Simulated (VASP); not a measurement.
## Zr: single point with LDA

Crystal: Zr.

```xyz
1
Lattice="2.8358 0.0000 0.0000 0.0000 2.8358 0.0000 0.0000 0.0000 2.8358" Properties=species:S:1:pos:R:3 pbc="T T T"
Zr    0.0000    0.0000    0.0000
```

| Quantity | Value |
| --- | --- |
| Program | VASP 6.6.1 |
| Task | single point |
| Functional | LDA |
| Potentials or basis | VASP PAW LDA potentials, release 64 (Zr_sv) |
| Cutoff | 520 eV |
| k mesh | 14 × 14 × 14 |
| Occupations | fermi-dirac, width 0.05 eV |
| Spin | no spin polarisation |

```
Pressure               : 0.1 GPa
Band gap on the k mesh : zero (band 6 reaches 9.48 eV, above the bottom of band 7 at 6.80 eV)
```

Levels at points of the mesh, in eV from the Fermi level:
```tsv
k point	band 3	band 4	band 5	band 6	band 7	band 8	band 9	band 10
(0.00, 0.00, 0.00)	-25.66	-25.66	-5.11	-1.86	-1.86	6.08	6.08	6.08
(0.50, 0.00, 0.00)	-25.52	-25.52	-2.00	-0.94	0.67	2.67	2.67	6.45
(0.50, 0.50, 0.00)	-26.95	-25.38	-3.37	-0.25	3.40	3.40	5.50	5.50
(0.50, 0.50, 0.50)	-26.74	-26.74	-1.76	-1.76	-1.76	6.65	8.59	8.59
```

Wall time 6.5 s on 1 thread of Intel(R) Xeon(R) 6975P-C (Granite Rapids) (shared host), peak memory 0.14 GiB.
